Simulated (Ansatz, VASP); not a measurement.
**Sb in VASP and in Ansatz**

File INCAR:

```
SYSTEM = Sb
PREC = Accurate ; ENCUT = 520
EDIFF = 1E-6 ; ISMEAR = 0
SIGMA = 0.1 ; LREAL = .False.
LASPH = .True. ; NELM = 80
ALGO = Normal ; ISIF = 2
LWAVE = .False. ; LCHARG = .False.
GGA = PE ; NBANDS = 12
```

File KPOINTS:

```
Automatic mesh
0
Gamma
  15 15 8
  0 0 0
```

The input POSCAR:

```
Sb
1.0
    3.2318818722      0.0000000000      0.0000000000
   -1.6159409361      2.7988918033      0.0000000000
    0.0000000000      0.0000000000      5.5927690000
Sb
2
Direct
    0.3333333333      0.6666666667      0.2500000000
    0.6666666667      0.3333333333      0.7500000000
```

Input for Ansatz:

```yaml
crystal:
  lattice:
    - [3.2318818722, 0.0, 0.0]
    - [-1.6159409361, 2.7988918033, 0.0]
    - [0.0, 0.0, 5.592769]
  atoms:
    - { symbol: Sb, position: [0.3333333333, 0.6666666667, 0.25] }
    - { symbol: Sb, position: [0.6666666667, 0.3333333333, 0.75] }
basis:
  ecutwfc: 420
kpoints:
  mp_grid: { grid: [15, 15, 8] }
hamiltonian:
  xc: pbe
scf:
  occupations: { method: gaussian, width: 0.1 }
output:
  forces: true
  stress: true
  eigenvalues: true
```

Alike in both runs: task single point; functional PBE; k mesh 15 × 15 × 8; occupations gaussian, width 0.1 eV; no spin polarisation.

```csv
,VASP,Ansatz
version,VASP 6.6.1,Ansatz 0.2.0
potentials or method,"VASP PAW PBE potentials, release 64 (Sb), cutoff 520 eV","scalar-relativistic, plane waves, PAW"
valence electrons in the cell,10,30
```

Ansatz gave:

| Quantity | Value |
| --- | --- |
| gap on the k mesh at the Fermi level (eV) | none |
| pressure (GPa) | 6.2 |
| traceless stress, the component that is largest in VASP (GPa) | -3.36 |

**Question.** Which values does VASP return?

**Answer.** gap on the k mesh at the Fermi level (eV): none; pressure (GPa): 6.1; traceless stress, the component that is largest in VASP (GPa): -3.37.

A gap of «none» marks a metal or a gap that the smearing closes. VASP's potentials hold 10 valence electrons a cell and Ansatz's 30, so a difference there can come from the potentials and not from the codes.

Neither program's run includes spin-orbit coupling.
